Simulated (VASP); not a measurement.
The system is Ag.

```
CELL_PARAMETERS angstrom
2.87306 0.00000 0.00000
-1.43653 2.48814 0.00000
0.00000 0.00000 4.65435
ATOMIC_POSITIONS crystal
Ag 0.33333 0.66667 0.25000
Ag 0.66667 0.33333 0.75000
```

| Quantity | Value |
| --- | --- |
| Program | VASP 6.6.1 |
| Task | relaxation of cell and atoms |
| Functional | PBEsol |
| Potentials or basis | VASP PAW PBE potentials, release 64 (Ag) |
| Cutoff | 600 eV |
| k mesh | 15 × 15 × 8 |
| Occupations | fermi-dirac, width 0.05 eV |
| Spin | no spin polarisation |

At the start: pressure 0.1 GPa; volume 16.64 Å³/atom.

Task: How do energy, volume and symmetry change on relaxing?

Result: Over 6 steps the energy falls by 2.7 meV/atom; space group P6_3/mmc (No. 194, to 0.05 Å).

Step by step:
| step | energy change (eV) | largest force (eV/Å) | pressure (GPa) | volume (Å³) |
| --- | --- | --- | --- | --- |
| 1 | 0.0000 | 0.0000 | 0.05 | 33.27 |
| 2 | -0.0045 | 0.0000 | -0.09 | 33.30 |
| 3 | -0.0054 | 0.0000 | -0.13 | 33.31 |
| 4 | -0.0054 | 0.0000 | -0.14 | 33.31 |
| 5 | -0.0054 | 0.0000 | 0.15 | 33.23 |
| 6 | -0.0054 | 0.0000 | 0.01 | 33.27 |

Final structure:
```cif
data_structure
_symmetry_space_group_name_H-M 'P 1'
_symmetry_Int_Tables_number 1
_cell_length_a 2.8491
_cell_length_b 2.8491
_cell_length_c 4.7329
_cell_angle_alpha 90.000
_cell_angle_beta 90.000
_cell_angle_gamma 120.000
_cell_volume 33.27
loop_
_atom_site_label
_atom_site_type_symbol
_atom_site_fract_x
_atom_site_fract_y
_atom_site_fract_z
_atom_site_occupancy
Ag1 Ag 0.33333 0.66667 0.25000 1
Ag2 Ag 0.66667 0.33333 0.75000 1
```

Caveat: the PAW data sets were made with another functional, which shifts forces and pressure a little.
